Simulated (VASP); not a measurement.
SnSe, a slab with vacuum:

```xyz
4
Lattice="4.2853 0.0000 0.0000 0.0000 4.2853 0.0000 0.0000 0.0000 10.9907" Properties=species:S:1:pos:R:3 pbc="T T T"
Sn    0.0000    2.1427    6.8996
Sn    2.1427    0.0000    4.0911
Se    0.0000    2.1427    4.2200
Se    2.1427    0.0000    6.7707
```

Base run:

| Item | Value |
| --- | --- |
| Program | VASP 6.6.1 |
| Functional | r2SCAN |
| Potentials or basis | VASP PAW PBE potentials, release 64 (Sn_d, Se) |
| Cutoff | 520 eV |
| k mesh | 6 × 6 × 3 |
| Occupations | fermi-dirac, width 0.05 eV |
| Spin | no spin polarisation |

Its results: band gap on the k mesh 1.77 eV; largest force 0.016 eV/Å.

Question: The run is repeated on the same cell with these changes: functional from r2SCAN to LDA; potentials or basis from VASP PAW PBE potentials, release 64 (Sn_d, Se) to VASP PAW LDA potentials, release 64 (Sn_d, Se). What comes out?

Answer: Band gap on the k mesh 1.45 eV; largest force 0.220 eV/Å.

Caveats: spin-orbit coupling is left out, which moves the levels of the heavy elements; the PAW data sets were made with another functional, which shifts forces and pressure a little (at least some runs).

A k mesh can miss the band edges.
